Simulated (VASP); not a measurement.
Wanted: the native input for a VASP 6.6.1 run.

| Item | Value |
| --- | --- |
| Task | single point |
| Functional | PBEsol |
| Potentials or basis | VASP PAW PBE potentials, release 64 (Cu_sv_GW, O_h) |
| Cutoff | 1340 eV |
| k mesh | 9 × 9 × 5 |
| Occupations | fermi-dirac, width 0.05 eV |
| Spin | no spin polarisation |
| Dipole correction | no |
| Further INCAR settings | ALGO = Normal; EDIFF = 1e-06; NBANDS = 33 |

The structure of CuO lies in POSCAR:

```
CuO
1.0
    2.0439488176     -2.0509420733      0.0000000000
    2.0439488176      2.0509420733      0.0000000000
    0.0000000000      0.0000000000      5.0891113222
Cu O
2 2
Direct
    0.5000000000      0.0000000000      0.0000000000
    0.0000000000      0.5000000000      0.5000000000
    0.5000000000      0.5000000000      0.2500000000
    0.5000000000      0.5000000000      0.7500000000
```

The input as run:

INCAR

```
ALGO     = Normal         # electronic algorithm
EDIFF    = 1E-6           # SCF threshold, eV
ENCUT    = 1340           # plane-wave cutoff, eV
GGA      = PS             # functional
GGA_COMPAT= False        
ISIF     = 2              # what is computed and relaxed
ISMEAR   = -1             # smearing method
LASPH    = True           # aspherical terms in the spheres
LCHARG   = True           # write CHGCAR
LELF     = True           # ELF
LREAL    = False          # projectors in reciprocal space
LVHAR    = True         
LWAVE    = False          # write WAVECAR
NBANDS   = 33             # bands
NELM     = 120            # most SCF steps
PREC     = Accurate       # precision mode
SIGMA    = 0.05           # smearing width, eV
```

KPOINTS

```
k-points
0
Gamma
  9 9 5
```

Potentials or basis: VASP PAW PBE potentials, release 64 (Cu_sv_GW, O_h).

Launch:

```sh
$ cat potpaw_PBE.64/Cu_sv_GW/POTCAR potpaw_PBE.64/O_h/POTCAR > POTCAR
$ mpirun -np 1 vasp_std > vasp.out
```

Results of the run:

The pressure is -0.4 GPa and the band gap on the k mesh is zero (bands 25 and 26 overlap by 0.98 eV).

Caveat: the PAW data sets were made with another functional, which shifts forces and pressure a little; semilocal functionals often make such compounds metallic where correlation or magnetic order opens a gap, which also shifts bond lengths.

Wall time 7 min on 1 thread of Intel(R) Xeon(R) Platinum 8259CL CPU @ 2.50GHz (Skylake/Cascade Lake) (shared host), peak memory 0.56 GiB.
